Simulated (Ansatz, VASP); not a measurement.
**Si in VASP and in Ansatz**

```xyz
2
Lattice="0.0000 2.7155 2.7155 2.7155 0.0000 2.7155 2.7155 2.7155 0.0000" Properties=species:S:1:pos:R:3 pbc="T T T"
Si    2.7155    2.7155    2.7155
Si    4.0732    4.0732    4.0732
```

Alike in both runs: task single point; functional LDA; k mesh 6 × 6 × 6; occupations gaussian, width 0.1 eV; no spin polarisation.

|  | VASP | Ansatz |
| --- | --- | --- |
| version | VASP 6.6.1 | Ansatz 0.2.0 |
| potentials or method | VASP PAW LDA potentials, release 64 (Si), cutoff 500 eV | scalar-relativistic, plane waves, PAW |
| valence electrons in the cell | 8 | 8 |

|  | VASP | Ansatz | Ansatz less VASP |
| --- | --- | --- | --- |
| gap on the k mesh at the Fermi level (eV) | 0.60 | 0.60 | +0.004 |
| least direct gap on the mesh (eV) | 2.52 | 2.52 | +0.002 |
| pressure (GPa) | -1.4 | -1.4 | -0.05 |

Ansatz warns that its potentials were made for another functional, while VASP's fit it. LDA's correlation is that of Perdew and Zunger in VASP and of Perdew and Wang (1992) in Ansatz.
